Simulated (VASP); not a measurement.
Set up this calculation in VASP 6.6.1, as the native input.

| Property | Result |
| --- | --- |
| Task | single point |
| Functional | PBE |
| Potentials or basis | VASP PAW PBE potentials, release 64 (Y_sv, Ge_d, Sb) |
| Cutoff | 520 eV |
| k mesh | 8 × 8 × 8 |
| Occupations | gaussian, width 0.1 eV |
| Spin | no spin polarisation |
| Dipole correction | no |
| Further INCAR settings | ALGO = Normal; EDIFF = 1e-06; NBANDS = 37 |

The structure of YGe3Sb lies in POSCAR:

```
YGe3Sb
1.0
    5.2516340072      0.0000000000      0.0000000000
    0.0000000000      5.2516340072      0.0000000000
    0.0000000000      0.0000000000      5.2516340072
Y Ge Sb
1 3 1
Direct
    0.0000000000      0.0000000000      0.0000000000
    0.0000000000      0.5000000000      0.5000000000
    0.5000000000      0.0000000000      0.5000000000
    0.5000000000      0.5000000000      0.0000000000
    0.5000000000      0.5000000000      0.5000000000
```

One way to write it, as run:

INCAR

```
  ALGO = Normal
  EDIFF = 1E-6
  ENCUT = 520
  GGA = PE
  ISIF = 2
  ISMEAR = 0
  LASPH = True
  LCHARG = True
  LELF = True
  LREAL = False
  LVHAR = True
  LWAVE = False
  NBANDS = 37
  NELM = 60
  PREC = Accurate
  SIGMA = 0.1
```

KPOINTS

```
k-points
0
Gamma
  8 8 8
```

Potentials or basis: VASP PAW PBE potentials, release 64 (Y_sv, Ge_d, Sb).

The run is started by

```bash
$ cat potpaw_PBE.64/Y_sv/POTCAR potpaw_PBE.64/Ge_d/POTCAR potpaw_PBE.64/Sb/POTCAR > POTCAR
$ mpirun -np 1 vasp_std > vasp.out
```

Results of the run:

The pressure is 0.1 GPa. The band gap on the k mesh is zero (band 29 reaches 5.63 eV, above the bottom of band 30 at 4.06 eV).

Caveat: spin-orbit coupling is left out, which moves the levels of the heavy elements.

Run time: 2.4 min on 1 thread of Intel(R) Xeon(R) 6975P-C (Granite Rapids), with other jobs on the host, peak memory 0.35 GiB.
